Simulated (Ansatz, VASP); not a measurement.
One calculation of CsH, two programs

The input INCAR:

```
PREC = Accurate
ENCUT = 520
EDIFF = 1E-6
ISMEAR = 0
SIGMA = 0.05
LREAL = F
LASPH = T
NELM = 60
ALGO = Normal
ISIF = 2
LWAVE = F
LCHARG = T
LELF = T
LVHAR = T
NBANDS = 12
```

Contents of KPOINTS:

```
regular mesh
0
Gamma
  8 8 8
```

File POSCAR:

```
CsH
1.0
    0.0000000000      3.3155200000      3.0604800000
    3.3155200000      0.0000000000      3.0604800000
    3.3155200000      3.3155200000      0.0000000000
Cs H
1 1
Direct
    0.0000000000      0.0000000000      0.0000000000
    0.5000000000      0.5000000000      0.5000000000
```

Input for Ansatz:

```yaml
crystal:
  lattice:
    - [0.0, 3.31552, 3.06048]
    - [3.31552, 0.0, 3.06048]
    - [3.31552, 3.31552, 0.0]
  atoms:
    - { symbol: Cs, position: [0.0, 0.0, 0.0] }
    - { symbol: H, position: [0.5, 0.5, 0.5] }
basis:
  ecutwfc: 420
kpoints:
  mp_grid: { grid: [8, 8, 8] }
hamiltonian:
  xc: lda
scf:
  occupations: { method: gaussian, width: 0.05 }
output:
  forces: true
  stress: true
  eigenvalues: true
```

Change from the starting cell: strain +0.040 along x and y, -0.040 along z, atoms carried along.

Alike in both runs: task single point; functional LDA; k mesh 8 × 8 × 8; occupations gaussian, width 0.05 eV; no spin polarisation.

|  | VASP | Ansatz |
| --- | --- | --- |
| version | VASP 6.6.1 | Ansatz 0.2.0 |
| potentials or method | VASP PAW LDA potentials, release 64 (Cs_sv, H), cutoff 520 eV | scalar-relativistic, plane waves, PAW |
| valence electrons in the cell | 10 | 10 |

```csv
,VASP,Ansatz,Ansatz less VASP
gap on the k mesh at the Fermi level (eV),1.95,1.97,+0.017
least direct gap on the mesh (eV),1.95,1.97,+0.017
pressure (GPa),-1.3,-1.4,-0.01
"traceless stress, the component that is largest in VASP (GPa)",0.96,0.93,-0.027
```

LDA's correlation is that of Perdew and Zunger in VASP and of Perdew and Wang (1992) in Ansatz.

Spin-orbit coupling is off throughout.
